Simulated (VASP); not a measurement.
Input of a VASP 6.6.1 run:

File INCAR:

```
PREC = Accurate
ENCUT = 1340
EDIFF = 1E-6
ISMEAR = -1
SIGMA = 0.05
LREAL = False
LASPH = True
NELM = 200
ALGO = Normal
ISIF = 2
LWAVE = False
LCHARG = False
ISPIN = 2
MAGMOM = 3 0
LORBIT = 11
NUPDOWN = 3.0
LMAXMIX = 4
GGA = PE
NBANDS = 22
GGA_COMPAT = False
```

KPOINTS

```
regular mesh
0
Gamma
  10 10 10
```

File POSCAR:

```
CoO
1.0
   -1.5080004400      1.5080004400      2.1072503600
    1.5080004400     -1.5080004400      2.1072503600
    1.5080004400      1.5080004400     -2.1072503600
Co O
1 1
Direct
    0.0000000000      0.0000000000      0.0000000000
    0.5000000000      0.5000000000      0.0000000000
```

Potentials or basis: VASP PAW PBE potentials, release 64 (Co_sv, O_h).

Command:

```sh
$ cat potpaw_PBE.64/Co_sv/POTCAR potpaw_PBE.64/O_h/POTCAR > POTCAR
$ mpirun -np 1 vasp_std > vasp.out
```

Question: Predict the pressure.

Answer: 0.1 GPa.

Stress tensor (GPa, compression positive):
```
-0.08  0.00  0.00
 0.00 -0.08  0.00
 0.00  0.00  0.47
```

Caveat: the total moment is fixed, so each spin has its own Fermi level and the state may be an excited one; a cell with one magnetic atom can't hold antiferromagnetic order, which such compounds often take.
